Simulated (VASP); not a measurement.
# Si (P6/mmm) in VASP: notebook

Runs on Si. Level: PBE. Tasks: single point.

Everything below comes from runs of VASP 6.6.1. Logs are shortened: lines on timing, memory, paths and dates and some standing lists are left out, and cuts for length are marked.

### Step 1. The cell of the first run

The structure is hexagonal, space group P6/mmm (No. 191). The conventional cell has a = 1.996 Å, b = 1.996 Å, c = 1.943 Å, α = 90.00°, β = 90.00°, γ = 120.00°. Si (site symmetry 6/mmm) has 8 Si at 1.94 to 2.00 Å within 2.6 Å.

### Step 2. Single point, PBE

Input file INCAR:

```
SYSTEM = Si
PREC = Accurate
ENCUT = 520
EDIFF = 1E-7
ISMEAR = -1
SIGMA = 0.08
LREAL = .False.
LASPH = .True.
NELM = 80
ALGO = Normal
ISIF = 2
LWAVE = .False.
LCHARG = .False.
GGA = PE
NBANDS = 8
```

Input file KPOINTS:

```
Automatic mesh
0
Gamma
  21 21 20
  0 0 0
```

Input file POSCAR:

```
Si
1.0
    1.9963126776      0.0000000000      0.0000000000
   -0.9981563388      1.7288574927      0.0000000000
    0.0000000000      0.0000000000      1.9425909555
Si
1
Direct
    0.0000000000      0.0000000000      0.0000000000
```

Potentials or basis: VASP PAW PBE potentials, release 64 (Si).

Run with:

```sh
$ cat potpaw_PBE.64/Si/POTCAR > POTCAR
$ mpirun -np 1 vasp_std > vasp.out
```

OUTCAR:

```text
SYSTEM = Si
   PREC = Accurate
   ENCUT = 520
   EDIFF = 1E-7
   ISMEAR = -1
   LREAL = .False.
   LASPH = .True.
   NELM = 80
   ISIF = 2
   GGA = PE

 ion  position               nearest neighbor table
   1  0.000  0.000  0.000-

  LATTYP: Found a hexagonal cell.
 ALAT       =     1.9963126776
 C/A-ratio  =     0.9730895252

  Lattice vectors:

 A1 = (   1.9963126776,   0.0000000000,   0.0000000000)
 A2 = (  -0.9981563388,   1.7288574927,   0.0000000000)
 A3 = (   0.0000000000,   0.0000000000,   1.9425909555)

Analysis of symmetry for initial positions (statically):
=====================================================================
 Subroutine PRICEL returns:
 Original cell was already a primitive cell.

 Routine SETGRP: Setting up the symmetry group for a
 hexagonal supercell.

 Subroutine GETGRP returns: Found 24 space group operations
 (whereof 24 operations were pure point group operations)
 out of a pool of 24 trial point group operations.

The static configuration has the point symmetry D_6h.

Analysis of symmetry for dynamics (positions and initial velocities):
=====================================================================
 Subroutine PRICEL returns:
 Original cell was already a primitive cell.

 Routine SETGRP: Setting up the symmetry group for a
 hexagonal supercell.

 Subroutine GETGRP returns: Found 24 space group operations
 (whereof 24 operations were pure point group operations)
 out of a pool of 24 trial point group operations.

The dynamic configuration has the point symmetry D_6h.

 Subroutine INISYM returns: Found 24 space group operations
 (whereof 24 operations are pure point group operations),
 and found     1 'primitive' translations

----------------------------------------------------------------------------------------

                                     Primitive cell

  volume of cell :       6.7045

  direct lattice vectors                    reciprocal lattice vectors
     1.996312678  0.000000000  0.000000000     0.500923533  0.289208337  0.000000000
    -0.998156339  1.728857493  0.000000000     0.000000000  0.578416674  0.000000000
     0.000000000  0.000000000  1.942590956     0.000000000  0.000000000  0.514776411

  length of vectors
     1.996312678  1.996312678  1.942590956     0.578416674  0.578416674  0.514776411

  position of ions in fractional coordinates (direct lattice)
     0.000000000  0.000000000  0.000000000

  ion indices of the primitive-cell ions
   primitive index   ion index
                 1           1

----------------------------------------------------------------------------------------

 KPOINTS: Automatic mesh

Automatic generation of k-mesh.
 Grid dimensions read from file:
 generate k-points for:   21   21   20

 Generating k-lattice:

  Cartesian coordinates                     Fractional coordinates (reciprocal lattice)
     0.023853502  0.013771826  0.000000000     0.047619048  0.000000000  0.000000000
     0.000000000  0.027543651  0.000000000     0.000000000  0.047619048  0.000000000
     0.000000000  0.000000000  0.025738821     0.000000000  0.000000000  0.050000000

  Length of vectors
     0.027543651  0.027543651  0.025738821

  Shift w.r.t. Gamma in fractional coordinates (k-lattice)
     0.000000000  0.000000000  0.000000000

 Subroutine IBZKPT returns following result:
 ===========================================

 Found    528 irreducible k-points:

 Following reciprocal coordinates:
            Coordinates               Weight
  0.000000  0.000000  0.000000      1.000000
  0.047619  0.000000  0.000000      6.000000
  0.095238  0.000000  0.000000      6.000000
  0.142857  0.000000  0.000000      6.000000
  0.190476  0.000000  0.000000      6.000000
  0.238095  0.000000  0.000000      6.000000
[... 16 lines left out ...]
  0.142857  0.095238  0.000000     12.000000
  0.190476  0.095238  0.000000     12.000000
 [... further k-points ...]
   k-points           NKPTS =    528   k-points in BZ     NKDIM =    528   number of bands    NBANDS=      8
   number of dos      NEDOS =    301   number of ions     NIONS =      1
   total plane-waves  NPLWV =   3584
   dimension x,y,z NGX =    16 NGY =   16 NGZ =   14
   dimension x,y,z NGXF=    32 NGYF=   32 NGZF=   28
   ions per type =               1
   NGX,Y,Z   is equivalent  to a cutoff of  13.32, 13.32, 11.98 a.u.
   NGXF,Y,Z  is equivalent  to a cutoff of  26.65, 26.65, 23.96 a.u.
 SYSTEM =  Si
   PREC   = accura    normal or accurate (medium, high low for compatibility)
   ISTART =      0    job   : 0-new  1-cont  2-samecut
   ICHARG =      2    charge: 1-file 2-atom 10-const
   ISPIN  =      1    spin polarized calculation?
   LNONCOLLINEAR =      F non collinear calculations
   LSORBIT =      F    spin-orbit coupling
   LASPH  =      T    aspherical Exc in radial PAW
   ENCUT  =  520.0 eV  38.22 Ry    6.18 a.u.   3.71  3.71  3.61*2*pi/ulx,y,z
   NELM   =     80;   NELMIN=  2; NELMDL= -5     # of ELM steps
   EDIFF  = 0.1E-06   stopping-criterion for ELM
   LREAL  =      F    real-space projection
   EDIFFG = 0.1E-05   stopping-criterion for IOM
   NSW    =      0    number of steps for IOM
   IBRION =     -1    ionic relax: 0-MD 1-quasi-New 2-CG
   NFREE  =      0    steps in history (QN), initial steepest desc. (CG)
   ISIF   =      2    stress and relaxation
   ISYM   =      2    0-nonsym 1-usesym 2-fastsym
   POTIM  = 0.5000    time-step for ionic-motion
   TEBEG  =    0.0;   TEEND  =   0.0 temperature during run
   PSTRESS=    0.0 pullay stress
   NELECT =       4.0000    total number of electrons
   NUPDOWN=      -1.0000    fix difference up-down
   EMIN   =  10.00;   EMAX   =-10.00  energy-range for DOS
   EFERMI =   0.00;   METHOD = LEGACY
   ISMEAR =    -1;   SIGMA  =   0.08  broadening in eV -4-tet -1-fermi 0-gaus
   EFERMI_NEDOS =   21; number of points for ismear=-14 and -15
   IALGO  =     38    algorithm
   IMIX   =      4    mixing-type and parameters
     AMIX     =   0.40;   BMIX     =  1.00
     AMIX_MAG =   1.60;   BMIX_MAG =  1.00
  volume/ion in A,a.u.               =       6.70        45.24
  Fermi-wavevector in a.u.,A,eV,Ry     =   1.378177  2.604378 25.842537  1.899373
  Thomas-Fermi vector in A             =   2.503263
   LORBIT       =      0    0 simple, 1 ext, 2 COOP (PROOUT), +10 PAW based schemes
   GGA     = PE    functional components
   LHFCALC =     F    Hartree Fock is set to
   AEXX    =    0.0000 exact exchange contribution
   IVDW    =     0    specifies the selected vdW correction
   LEPSILON=     F    determine dielectric tensor
   LRPA    =     F    only Hartree local field effects (RPA)
 non-spin polarized calculation
  energy-cutoff  :      520.00
  volume of cell :        6.70
 maximum number of plane-waves:       199
 NGX is ok and might be reduce to    16
   NGX =  7   NGY =  7   NGZ =  7

 number of electron       3.9999999 magnetization

 Free energy of the ion-electron system (eV)
  ---------------------------------------------------
  ext. energy  EPLUGINS =         0.00000000
  ---------------------------------------------------
  free energy    TOTEN  =         1.01945226 eV

  energy without entropy =        1.02724829  energy(sigma->0) =        1.02335028

 E-fermi :  23.2413     XC(G=0): -14.5830

 val. band max:       23.2310786994   @ k =   0.1905   0.1905   0.1000
 cond. band min:      23.2423817557   @ k =   0.3810   0.0476   0.3500
 fundamental gap:      0.0113030563
 Fermi energy:        23.2413158134

 k-point     1 :       0.0000    0.0000    0.0000
  band No.  band energies     occupation
      1       0.5290      2.00000
      2      30.6511      0.00000
      3      37.0808      0.00000
      4      40.1454      0.00000
      5      40.1454      0.00000
      6      47.1757      0.00000
      7      47.1757      0.00000
      8      47.7111      0.00000

 k-point     2 :       0.0476    0.0000    0.0000
  band No.  band energies     occupation
      1       0.6378      2.00000
      2      30.6399      0.00000
      3      37.1495      0.00000
      4      38.6840      0.00000
      5      39.8673      0.00000
      6      47.0722      0.00000
      7      47.6263      0.00000
      8      49.2745      0.00000

 k-point     3 :       0.0952    0.0000    0.0000
  band No.  band energies     occupation
      1       0.9635      2.00000
      2      30.5523      0.00000
      3      35.9497      0.00000
      4      37.3556      0.00000
      5      39.1924      0.00000
      6      46.6525      0.00000
      7      48.8174      0.00000
      8      52.5336      0.00000

 k-point     4 :       0.1429    0.0000    0.0000
  band No.  band energies     occupation
      1       1.5038      2.00000
      2      30.0781      0.00000
      3      33.3835      0.00000
      4      37.6995      0.00000
      5      38.3712      0.00000
      6      46.1656      0.00000
      7      50.4967      0.00000
      8      56.1686      0.00000

 k-point     5 :       0.1905    0.0000    0.0000
  band No.  band energies     occupation
      1       2.2548      2.00000
      2      28.3698      0.00000
      3      32.0657      0.00000
      4      37.5523      0.00000
      5      38.1811      0.00000
      6      45.8116      0.00000
      7      52.5112      0.00000
      8      59.5473      0.00000
[... 177 lines left out ...]
 k-point    22 :       0.0952    0.0952    0.0000
  band No.  band energies     occupation
      1       1.8264      2.00000
      2      30.0589      0.00000
      3      31.6525      0.00000
      4      37.9067      0.00000
      5      38.1606      0.00000
      6      48.0114      0.00000
      7      48.9045      0.00000
      8      58.6665      0.00000

 k-point    23 :       0.1429    0.0952    0.0000
  band No.  band energies     occupation
      1       2.5747      2.00000
      2      28.5920      0.00000
      3      29.9930      0.00000
      4      37.8996      0.00000
      5      38.3902      0.00000
      6      47.7633      0.00000
      7      50.4971      0.00000
      8      60.7200      0.00000

 k-point    24 :       0.1905    0.0952    0.0000
  band No.  band energies     occupation
      1       3.5277      2.00000
      2      25.9143      0.00000
      3      29.4135      0.00000
      4      37.8782      0.00000
      5      39.0112      0.00000
      6      47.4151      0.00000
      7      52.6352      0.00000
      8      58.5085      0.00000

 [... further k-points ...]
[... 5 lines left out ...]
  --------------------------------------------------------------------------------------
  -------------------------------------------------------------------------------------
  Total       19.2045116     19.2045116     19.2864186      0.0000000     -0.0000000      0.0000000
  in kB     4589.2818011   4589.2818011   4608.8550325      0.0000000     -0.0000000      0.0000000
  external PRESSURE =    4595.8062115 kB  Pullay stress =       0.0000000 kB

 VOLUME and BASIS-vectors are now :
 -----------------------------------------------------------------------------
  energy-cutoff  :      520.00
  volume of cell :        6.70
      direct lattice vectors                 reciprocal lattice vectors
     1.996312678  0.000000000  0.000000000     0.500923533  0.289208337  0.000000000
    -0.998156339  1.728857493  0.000000000     0.000000000  0.578416674  0.000000000
     0.000000000  0.000000000  1.942590956     0.000000000  0.000000000  0.514776411

 POSITION                                       TOTAL-FORCE (eV/Angst)
 -----------------------------------------------------------------------------------
      0.00000      0.00000      0.00000         0.000000      0.000000      0.000000
 -----------------------------------------------------------------------------------
    total drift:                                0.000000      0.000000      0.000000

  FREE ENERGIE OF THE ION-ELECTRON SYSTEM (eV)
  ---------------------------------------------------
  free  energy   TOTEN  =         1.0194522628 eV

  energy  without entropy=        1.0272482874  energy(sigma->0) =        1.02335028
```

Wall time 18 s (1 thread of Intel Xeon 6975P-C, shared host); peak memory 0.13 GiB.

What came out:

- Free energy: 1.0195 eV
- Pressure: 459.6 GPa
- Band gap on the k mesh: zero (band 2 reaches 30.65 eV, above the bottom of band 3 at 19.08 eV)

Levels at points of the mesh, in eV from the Fermi level:
```csv
k point,band 1,band 2,band 3,band 4,band 5,band 6,band 7
"(0.00, 0.00, 0.00)",-22.71,7.41,13.84,16.90,16.90,23.93,23.93
"(0.00, 0.00, 0.50)",-13.93,-13.16,21.61,21.61,24.99,24.99,31.01
```

### Step 3. Single point, PBE

Input file INCAR:

```
  PREC = Accurate
  ENCUT = 520
  EDIFF = 1E-6
  ISMEAR = -1
  SIGMA = 0.08
  LREAL = False
  LASPH = True
  NELM = 60
  ALGO = Normal
  ISIF = 2
  LWAVE = False
  LCHARG = True
  GGA = PE
  LELF = True
  LVHAR = True
  NBANDS = 8
```

Input file KPOINTS:

```
regular mesh
0
Gamma
  21 21 20
```

Input file POSCAR:

```
Si
1.0
    1.9961254626      0.0000000000      0.0000000000
   -0.9980627313      1.7286953598      0.0000000000
    0.0000000000      0.0000000000      1.9419977405
Si
1
Direct
    0.0000000000      0.0000000000      0.0000000000
```

Potentials or basis: VASP PAW PBE potentials, release 64 (Si).

Run with:

```sh
$ cat potpaw_PBE.64/Si/POTCAR > POTCAR
$ mpirun -np 1 vasp_std > vasp.out
```

OUTCAR:

```text
PREC = Accurate
   ENCUT = 520
   EDIFF = 1E-6
   ISMEAR = -1
   LREAL = False
   LASPH = True
   NELM = 60
   ISIF = 2
   GGA = PE

 ion  position               nearest neighbor table
   1  0.000  0.000  0.000-

  LATTYP: Found a hexagonal cell.
 ALAT       =     1.9961254626
 C/A-ratio  =     0.9728836072

  Lattice vectors:

 A1 = (   1.9961254626,   0.0000000000,   0.0000000000)
 A2 = (  -0.9980627313,   1.7286953598,   0.0000000000)
 A3 = (   0.0000000000,   0.0000000000,   1.9419977405)

Analysis of symmetry for initial positions (statically):
=====================================================================
 Subroutine PRICEL returns:
 Original cell was already a primitive cell.

 Routine SETGRP: Setting up the symmetry group for a
 hexagonal supercell.

 Subroutine GETGRP returns: Found 24 space group operations
 (whereof 24 operations were pure point group operations)
 out of a pool of 24 trial point group operations.

The static configuration has the point symmetry D_6h.

Analysis of symmetry for dynamics (positions and initial velocities):
=====================================================================
 Subroutine PRICEL returns:
 Original cell was already a primitive cell.

 Routine SETGRP: Setting up the symmetry group for a
 hexagonal supercell.

 Subroutine GETGRP returns: Found 24 space group operations
 (whereof 24 operations were pure point group operations)
 out of a pool of 24 trial point group operations.

The dynamic configuration has the point symmetry D_6h.

 Subroutine INISYM returns: Found 24 space group operations
 (whereof 24 operations are pure point group operations),
 and found     1 'primitive' translations

----------------------------------------------------------------------------------------

                                     Primitive cell
[... 102 lines left out ...]
   EMIN   =  10.00;   EMAX   =-10.00  energy-range for DOS
   EFERMI =   0.00;   METHOD = LEGACY
   ISMEAR =    -1;   SIGMA  =   0.08  broadening in eV -4-tet -1-fermi 0-gaus
   EFERMI_NEDOS =   21; number of points for ismear=-14 and -15
   IALGO  =     38    algorithm
   IMIX   =      4    mixing-type and parameters
     AMIX     =   0.40;   BMIX     =  1.00
     AMIX_MAG =   1.60;   BMIX_MAG =  1.00
  volume/ion in A,a.u.               =       6.70        45.22
  Fermi-wavevector in a.u.,A,eV,Ry     =   1.378404  2.604806 25.851032  1.899997
  Thomas-Fermi vector in A             =   2.503469
   LORBIT       =      0    0 simple, 1 ext, 2 COOP (PROOUT), +10 PAW based schemes
   GGA     = PE    functional components
   LHFCALC =     F    Hartree Fock is set to
   AEXX    =    0.0000 exact exchange contribution
   IVDW    =     0    specifies the selected vdW correction
   LEPSILON=     F    determine dielectric tensor
   LRPA    =     F    only Hartree local field effects (RPA)
 non-spin polarized calculation
  energy-cutoff  :      520.00
  volume of cell :        6.70
 maximum number of plane-waves:       199
 NGX is ok and might be reduce to    16
   NGX =  7   NGY =  7   NGZ =  7

 number of electron       3.9999999 magnetization

 Free energy of the ion-electron system (eV)
  ---------------------------------------------------
  ext. energy  EPLUGINS =         0.00000000
  ---------------------------------------------------
  free energy    TOTEN  =         1.02895144 eV

  energy without entropy =        1.03675281  energy(sigma->0) =        1.03285213

 E-fermi :  23.2524     XC(G=0): -14.5855

 val. band max:       23.2409196069   @ k =   0.2381   0.1429   0.2500
 cond. band min:      23.2549789237   @ k =   0.3810   0.0476   0.3500
 fundamental gap:      0.0140593168
 Fermi energy:        23.2524050183

 k-point     1 :       0.0000    0.0000    0.0000
  band No.  band energies     occupation
      1       0.5339      2.00000
      2      30.6662      0.00000
      3      37.1092      0.00000
      4      40.1558      0.00000
      5      40.1558      0.00000
      6      47.1897      0.00000
      7      47.1897      0.00000
      8      47.7225      0.00000
[... 243 lines left out ...]
 k-point    24 :       0.1905    0.0952    0.0000
  band No.  band energies     occupation
      1       3.5331      2.00000
      2      25.9230      0.00000
      3      29.4243      0.00000
      4      37.8922      0.00000
      5      39.0388      0.00000
      6      47.4319      0.00000
      7      52.6512      0.00000
      8      58.5376      0.00000

 [... further k-points ...]
[... 5 lines left out ...]
  --------------------------------------------------------------------------------------
  -------------------------------------------------------------------------------------
  Total       19.2183589     19.2183589     19.3206091      0.0000000     -0.0000000      0.0000000
  in kB     4594.8555388   4594.8555390   4619.3021927      0.0000000     -0.0000000      0.0000000
  external PRESSURE =    4603.0044235 kB  Pullay stress =       0.0000000 kB

 VOLUME and BASIS-vectors are now :
 -----------------------------------------------------------------------------
  energy-cutoff  :      520.00
  volume of cell :        6.70
      direct lattice vectors                 reciprocal lattice vectors
     1.996125463  0.000000000  0.000000000     0.500970514  0.289235461  0.000000000
    -0.998062731  1.728695360  0.000000000     0.000000000  0.578470923  0.000000000
     0.000000000  0.000000000  1.941997740     0.000000000  0.000000000  0.514933658

 POSITION                                       TOTAL-FORCE (eV/Angst)
 -----------------------------------------------------------------------------------
      0.00000      0.00000      0.00000         0.000000      0.000000      0.000000
 -----------------------------------------------------------------------------------
    total drift:                               -0.000000     -0.000000      0.000000

  FREE ENERGIE OF THE ION-ELECTRON SYSTEM (eV)
  ---------------------------------------------------
  free  energy   TOTEN  =         1.0289514443 eV

  energy  without entropy=        1.0367528075  energy(sigma->0) =        1.03285213
```

OSZICAR:

```text
N       E                     dE             d eps       ncg     rms          rms(c)
DAV:   1     0.282295360137E+01    0.28230E+01   -0.23538E+03 11208   0.412E+02
DAV:   2     0.828975382272E+00   -0.19940E+01   -0.19131E+01 12288   0.324E+01
DAV:   3     0.824130947735E+00   -0.48444E-02   -0.48414E-02  9960   0.148E+00
DAV:   4     0.824129636578E+00   -0.13112E-05   -0.13121E-05 13184   0.231E-02
DAV:   5     0.824129636632E+00    0.53760E-10   -0.17857E-09 10040   0.138E-04    0.114E+01
DAV:   6     0.958319215851E+00    0.13419E+00   -0.14415E-02 10608   0.666E-01    0.669E+00
DAV:   7     0.102860164263E+01    0.70282E-01   -0.22411E-02 11344   0.892E-01    0.367E-01
DAV:   8     0.102888914751E+01    0.28750E-03   -0.97547E-04  9992   0.191E-01    0.131E-01
DAV:   9     0.102894742270E+01    0.58275E-04   -0.32170E-05 11552   0.433E-02    0.933E-02
DAV:  10     0.102895170590E+01    0.42832E-05   -0.85197E-07  9296   0.525E-03    0.382E-03
DAV:  11     0.102895144426E+01   -0.26164E-06   -0.17295E-08  5048   0.979E-04
   1 F= 0.10289514E+01 E0= 0.10328521E+01  d E =-.780136E-02
```

Wall time 17 s (1 thread of Intel Xeon 6975P-C, shared host); peak memory 0.13 GiB.

Results:

| Item | Value |
| --- | --- |
| Free energy | 1.0290 eV |
| Pressure | 460.3 GPa |
| Band gap on the k mesh | zero (band 2 reaches 30.67 eV, above the bottom of band 3 at 19.09 eV) |
